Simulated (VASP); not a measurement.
# TiSi2 (Fddd) in VASP: settings compared

TiSi2 is run at these levels: RPBE+D4, LDA, PBE, PBEsol; tasks: single point, relaxation of cell and atoms.

Program: VASP 6.6.1. These are calculated values, not measurements. Logs are shortened: lines on timing, memory, paths and dates and some standing lists are left out, and cuts for length are marked.

## (1) The cell of the first run

The structure is orthorhombic, space group Fddd (No. 70). Conventional cell: a = 4.732 Å, b = 8.107 Å, c = 8.488 Å, α = 90.00°, β = 90.00°, γ = 90.00°. Ti (site symmetry 222) has 10 Si at 2.53 to 2.73 Å and 4 Ti at 3.16 Å within 3.3 Å. Si (site symmetry 2) has 9 Si at 2.51 to 3.16 Å and 5 Ti at 2.53 to 2.73 Å within 3.3 Å.

## (2) Single point, RPBE+D4

The input, INCAR:

```
  PREC = Accurate
  ENCUT = 520
  EDIFF = 1E-7
  ISMEAR = -1
  SIGMA = 0.05
  LREAL = False
  LASPH = True
  NELM = 100
  ALGO = Normal
  ISIF = 2
  LWAVE = False
  LCHARG = False
  GGA = RP
  IVDW = 13
  NBANDS = 29
```

The input, KPOINTS:

```
Automatic mesh
0
Gamma
  7 7 7
```

The input, POSCAR:

```
TiSi2
1.0
    0.0000000000      4.0533877711      4.2441815770
    2.3661332766      0.0000000000      4.2441815770
    2.3661332766      4.0533877711      0.0000000000
Ti Si
2 4
Direct
    0.7500000000      0.7500000000      0.7500000000
    0.5000000000      0.5000000000      0.5000000000
    0.4132628362      0.0867371638      0.4132628362
    0.0867371638      0.4132628362      0.0867371638
    0.1632628362      0.8367371638      0.1632628362
    0.8367371638      0.1632628362      0.8367371638
```

Potentials or basis: VASP PAW PBE potentials, release 64 (Ti_sv, Si).

The run is started by

```
$ cat potpaw_PBE.64/Ti_sv/POTCAR potpaw_PBE.64/Si/POTCAR > POTCAR
$ mpirun -np 1 vasp_std > vasp.out
```

OUTCAR:

```text
PREC = Accurate
   ENCUT = 520
   EDIFF = 1E-7
   ISMEAR = -1
   LREAL = False
   LASPH = True
   NELM = 100
   ISIF = 2
   GGA = RP
   IVDW = 13

 ion  position               nearest neighbor table
   1  0.750  0.750  0.750-   6 2.53   5 2.53   6 2.53   5 2.53   3 2.71   3 2.71   4 2.71   4 2.71
                             3 2.73   4 2.73
   2  0.500  0.500  0.500-   4 2.53   3 2.53   4 2.53   3 2.53   5 2.71   5 2.71   6 2.71   6 2.71
                             5 2.73   6 2.73
   3  0.413  0.087  0.413-   6 2.51   6 2.51   2 2.53   2 2.53   4 2.65   1 2.71   1 2.71   1 2.73
                             4 2.75   4 2.75
   4  0.087  0.413  0.087-   5 2.51   5 2.51   2 2.53   2 2.53   3 2.65   1 2.71   1 2.71   1 2.73
                             3 2.75   3 2.75
   5  0.163  0.837  0.163-   4 2.51   4 2.51   1 2.53   1 2.53   6 2.65   2 2.71   2 2.71   2 2.73
                             6 2.75   6 2.75
   6  0.837  0.163  0.837-   3 2.51   3 2.51   1 2.53   1 2.53   5 2.65   2 2.71   2 2.71   2 2.73
                             5 2.75   5 2.75

  LATTYP: Found a face centered orthorhombic cell.
 ALAT       =     4.7322665532
 B/A-ratio  =     1.7130851466
 C/A-ratio  =     1.7937204210

  Lattice vectors:

 A1 = (   0.0000000000,   4.0533877711,   4.2441815770)
 A2 = (   2.3661332766,   0.0000000000,   4.2441815770)
 A3 = (   2.3661332766,   4.0533877711,   0.0000000000)

Analysis of symmetry for initial positions (statically):
=====================================================================
 Subroutine PRICEL returns:
 Original cell was already a primitive cell.

 Routine SETGRP: Setting up the symmetry group for a
 face centered orthorhombic supercell.

 Subroutine GETGRP returns: Found  8 space group operations
 (whereof  4 operations were pure point group operations)
 out of a pool of  8 trial point group operations.

The static configuration has the point symmetry D_2 .
 The point group associated with its full space group is D_2h.

Analysis of symmetry for dynamics (positions and initial velocities):
=====================================================================
 Subroutine PRICEL returns:
 Original cell was already a primitive cell.

 Routine SETGRP: Setting up the symmetry group for a
 face centered orthorhombic supercell.

 Subroutine GETGRP returns: Found  8 space group operations
 (whereof  4 operations were pure point group operations)
 out of a pool of  8 trial point group operations.

The dynamic configuration has the point symmetry D_2 .
 The point group associated with its full space group is D_2h.

 Subroutine INISYM returns: Found  8 space group operations
 (whereof  4 operations are pure point group operations),
 and found     1 'primitive' translations

----------------------------------------------------------------------------------------

                                     Primitive cell

  volume of cell :      81.4107

  direct lattice vectors                    reciprocal lattice vectors
     0.000000000  4.053387771  4.244181577    -0.211315231  0.123353606  0.117808343
     2.366133277  0.000000000  4.244181577     0.211315231 -0.123353606  0.117808343
     2.366133277  4.053387771  0.000000000     0.211315231  0.123353606 -0.117808343

  length of vectors
     5.868818423  4.859183464  4.693457053     0.271567754  0.271567754  0.271567754

  position of ions in fractional coordinates (direct lattice)
     0.750000000  0.750000000  0.750000000
     0.500000000  0.500000000  0.500000000
     0.413262836  0.086737164  0.413262836
     0.086737164  0.413262836  0.086737164
     0.163262836  0.836737164  0.163262836
     0.836737164  0.163262836  0.836737164

  ion indices of the primitive-cell ions
   primitive index   ion index
                 1           1
                 2           2
                 3           3
                 4           4
                 5           5
                 6           6

----------------------------------------------------------------------------------------

 KPOINTS: Automatic mesh

Automatic generation of k-mesh.
 Grid dimensions read from file:
 generate k-points for:    7    7    7

 Generating k-lattice:

  Cartesian coordinates                     Fractional coordinates (reciprocal lattice)
    -0.030187890  0.017621944  0.016829763     0.142857143  0.000000000 -0.000000000
     0.030187890 -0.017621944  0.016829763     0.000000000  0.142857143  0.000000000
     0.030187890  0.017621944 -0.016829763    -0.000000000  0.000000000  0.142857143

  Length of vectors
     0.038795393  0.038795393  0.038795393

  Shift w.r.t. Gamma in fractional coordinates (k-lattice)
     0.000000000  0.000000000  0.000000000

 Subroutine IBZKPT returns following result:
 ===========================================

 Found     64 irreducible k-points:

 Following reciprocal coordinates:
            Coordinates               Weight
  0.000000  0.000000  0.000000      1.000000
  0.142857  0.000000  0.000000      8.000000
  0.285714  0.000000  0.000000      8.000000
  0.428571 -0.000000 -0.000000      8.000000
  0.142857  0.142857  0.000000      2.000000
  0.285714  0.142857 -0.000000      8.000000
[... 16 lines left out ...]
  0.000000  0.142857  0.142857      2.000000
  0.285714  0.142857  0.142857      4.000000
 [... further k-points ...]
   k-points           NKPTS =     64   k-points in BZ     NKDIM =     64   number of bands    NBANDS=     29
   number of dos      NEDOS =    301   number of ions     NIONS =      6
   total plane-waves  NPLWV =  62208
   dimension x,y,z NGX =    48 NGY =   36 NGZ =   36
   dimension x,y,z NGXF=    96 NGYF=   72 NGZF=   72
   ions per type =               2   4
   NGX,Y,Z   is equivalent  to a cutoff of  13.60, 12.32, 12.75 a.u.
   NGXF,Y,Z  is equivalent  to a cutoff of  27.19, 24.63, 25.50 a.u.
 SYSTEM =  unknown system
   PREC   = accura    normal or accurate (medium, high low for compatibility)
   ISTART =      0    job   : 0-new  1-cont  2-samecut
   ICHARG =      2    charge: 1-file 2-atom 10-const
   ISPIN  =      1    spin polarized calculation?
   LNONCOLLINEAR =      F non collinear calculations
   LSORBIT =      F    spin-orbit coupling
   LASPH  =      T    aspherical Exc in radial PAW
   ENCUT  =  520.0 eV  38.22 Ry    6.18 a.u.  10.91  9.03  8.73*2*pi/ulx,y,z
   NELM   =    100;   NELMIN=  2; NELMDL= -5     # of ELM steps
   EDIFF  = 0.1E-06   stopping-criterion for ELM
   LREAL  =      F    real-space projection
   EDIFFG = 0.1E-05   stopping-criterion for IOM
   NSW    =      0    number of steps for IOM
   IBRION =     -1    ionic relax: 0-MD 1-quasi-New 2-CG
   NFREE  =      0    steps in history (QN), initial steepest desc. (CG)
   ISIF   =      2    stress and relaxation
   ISYM   =      2    0-nonsym 1-usesym 2-fastsym
   POTIM  = 0.5000    time-step for ionic-motion
   TEBEG  =    0.0;   TEEND  =   0.0 temperature during run
   PSTRESS=    0.0 pullay stress
   NELECT =      40.0000    total number of electrons
   NUPDOWN=      -1.0000    fix difference up-down
   EMIN   =  10.00;   EMAX   =-10.00  energy-range for DOS
   EFERMI =   0.00;   METHOD = LEGACY
   ISMEAR =    -1;   SIGMA  =   0.05  broadening in eV -4-tet -1-fermi 0-gaus
   EFERMI_NEDOS =   21; number of points for ismear=-14 and -15
   IALGO  =     38    algorithm
   IMIX   =      4    mixing-type and parameters
     AMIX     =   0.40;   BMIX     =  1.00
     AMIX_MAG =   1.60;   BMIX_MAG =  1.00
  volume/ion in A,a.u.               =      13.57        91.56
  Fermi-wavevector in a.u.,A,eV,Ry     =   1.291817  2.441181 22.705289  1.668792
  Thomas-Fermi vector in A             =   2.423564
   LORBIT       =      0    0 simple, 1 ext, 2 COOP (PROOUT), +10 PAW based schemes
   GGA     = RP    functional components
   LHFCALC =     F    Hartree Fock is set to
   AEXX    =    0.0000 exact exchange contribution
   IVDW    =    13    specifies the selected vdW correction
   LEPSILON=     F    determine dielectric tensor
   LRPA    =     F    only Hartree local field effects (RPA)
 non-spin polarized calculation
  energy-cutoff  :      520.00
  volume of cell :       81.41
 maximum number of plane-waves:      2211
 NGX is ok and might be reduce to    48
   NGX = 21   NGY = 19   NGZ = 17

 number of electron      40.0000005 magnetization

 Free energy of the ion-electron system (eV)
  ---------------------------------------------------
  ext. energy  EPLUGINS =         0.00000000
  ---------------------------------------------------
  free energy    TOTEN  =       -38.48826398 eV

  energy without entropy =      -38.46871244  energy(sigma->0) =      -38.47848821

 E-fermi :  10.6571     XC(G=0): -11.8259

 val. band max:       10.6181104018   @ k =   0.0000   0.4286   0.4286
 cond. band min:      10.6581961953   @ k =  -0.1429   0.1429   0.1429
 fundamental gap:      0.0400857935
 Fermi energy:        10.6571122031

 k-point     1 :       0.0000    0.0000    0.0000
  band No.  band energies     occupation
      1     -45.6450      2.00000
      2     -45.6126      2.00000
      3     -21.9776      2.00000
      4     -21.9604      2.00000
      5     -21.8714      2.00000
      6     -21.8552      2.00000
[... 21 lines left out ...]
     28      14.5544      0.00000
     29      14.6221      0.00000

 k-point     2 :       0.1429    0.0000    0.0000
  band No.  band energies     occupation
      1     -45.6437      2.00000
      2     -45.6138      2.00000
      3     -21.9769      2.00000
      4     -21.9594      2.00000
      5     -21.8780      2.00000
      6     -21.8554      2.00000
[... 21 lines left out ...]
     28      14.5998      0.00000
     29      14.7680      0.00000

 k-point     3 :       0.2857    0.0000    0.0000
  band No.  band energies     occupation
      1     -45.6405      2.00000
      2     -45.6168      2.00000
      3     -21.9786      2.00000
      4     -21.9527      2.00000
      5     -21.8953      2.00000
      6     -21.8538      2.00000
[... 638 lines left out ...]
      5     -21.8713      2.00000
      6     -21.8612      2.00000
[... 21 lines left out ...]
     28      15.0000      0.00000
     29      15.3765      0.00000

 k-point    24 :       0.2857    0.1429    0.1429
  band No.  band energies     occupation
      1     -45.6419      2.00000
      2     -45.6156      2.00000
      3     -21.9766      2.00000
      4     -21.9463      2.00000
      5     -21.8962      2.00000
      6     -21.8493      2.00000
[... 21 lines left out ...]
     28      14.8192      0.00000
     29      14.9379      0.00000

 [... further k-points ...]

------------------------ aborting loop because EDIFF is reached ----------------------------------------

  DFT-D4 for vdW energy calculation

  Edisp (eV):   -4.86675

  FORCE on cell =-STRESS in cart. coord.  units (eV):
  Direction    XX          YY          ZZ          XY          YZ          ZX
  --------------------------------------------------------------------------------------
  -------------------------------------------------------------------------------------
  Total      -0.18338    -0.16088    -0.18258     0.00000     0.00000     0.00000
  in kB      -3.60904    -3.16606    -3.59313     0.00000     0.00000     0.00000
  external pressure =       -3.46 kB  Pullay stress =        0.00 kB

 VOLUME and BASIS-vectors are now :
 -----------------------------------------------------------------------------
  energy-cutoff  :      520.00
  volume of cell :       81.41
      direct lattice vectors                 reciprocal lattice vectors
     0.000000000  4.053387771  4.244181577    -0.211315231  0.123353606  0.117808343
     2.366133277  0.000000000  4.244181577     0.211315231 -0.123353606  0.117808343
     2.366133277  4.053387771  0.000000000     0.211315231  0.123353606 -0.117808343

 POSITION                                       TOTAL-FORCE (eV/Angst)
 -----------------------------------------------------------------------------------
      3.54920      6.08008      6.36627         0.000000      0.000000     -0.000000
      2.36613      4.05339      4.24418         0.000000      0.000000      0.000000
      1.18307      3.35023      2.12209         0.000000     -0.001907      0.000000
      1.18307      0.70316      2.12209         0.000000      0.001907      0.000000
      2.36613      1.32354      4.24418        -0.000000     -0.001907      0.000000
      2.36613      6.78324      4.24418        -0.000000      0.001907      0.000000
 -----------------------------------------------------------------------------------
    total drift:                               -0.000000     -0.000000      0.000000

  FREE ENERGIE OF THE ION-ELECTRON SYSTEM (eV)
  ---------------------------------------------------
  free  energy   TOTEN  =       -43.3550128856 eV

  energy  without entropy=      -43.3354613474  energy(sigma->0) =      -43.34523712
```

Run time: 6.3 min. Hardware: 1 thread of Intel Xeon 8259CL, shared host; peak memory 0.31 GiB.

Results:

| Item | Value |
| --- | --- |
| Free energy | -43.3550 eV |
| Pressure | -0.3 GPa |
| Band gap on the k mesh | zero (bands 20 and 21 overlap by 1.85 eV) |
| Dispersion energy per atom | -0.811 eV |

Levels at points of the mesh, in eV from the Fermi level:
```
           k point  band 18  band 19  band 20  band 21  band 22  band 23
(0.00, 0.00, 0.00)    -2.05    -1.79    -1.37    -0.94     2.14     3.25
```

Caveat: the PAW data sets were made with another functional, which shifts forces and pressure a little.

(Part 1 of 3 ends here.)

The gap in the log of VASP goes by the Fermi energy; the results here count the filled bands.